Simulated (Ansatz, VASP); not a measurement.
## Two plane-wave programs on Cu3B5Pt

```
Cu B Pt
1.0
     5.22921    0.00000    0.00000
    -2.61460    4.52863    0.00000
     0.00000    0.00000    3.59314
Cu B Pt
3 5 1
Direct
  0.51247 0.00000 0.50000
  0.48753 0.48753 0.50000
  0.00000 0.51247 0.50000
  0.31215 0.00000 0.00000
  0.00000 0.31215 0.00000
  0.66667 0.33333 0.00000
  0.33333 0.66667 0.00000
  0.68785 0.68785 0.00000
  0.00000 0.00000 0.50000
```

Change from the starting cell: species swapped into the Lu3Ga5Ni type (P-62m, No. 189).

Alike in both runs: task relaxation of cell and atoms; functional PBE; k mesh 12 × 12 × 10; occupations gaussian, width 0.1 eV; no spin polarisation.

|  | VASP | Ansatz |
| --- | --- | --- |
| version | VASP 6.6.1 | Ansatz 0.2.0 |
| potentials or method | VASP PAW PBE potentials, release 64 (Cu, B, Pt), cutoff 600 eV | scalar-relativistic, plane waves, PAW |
| valence electrons in the cell | 58 | 90 |

```tsv
	VASP	Ansatz	Ansatz less VASP
gap on the k mesh at the Fermi level, each at its own relaxed structure (eV)	none	none	-
relaxed volume (Å³/atom)	9.45	9.45	-0.006
relaxed cell length with the largest relative difference (Å)	3.584	3.581	-0.0031
```

A gap of «none» marks a metal or a gap that the smearing closes. VASP's potentials hold 58 valence electrons a cell and Ansatz's 90, so a difference there can come from the potentials and not from the codes.

Neither program's run includes spin-orbit coupling.
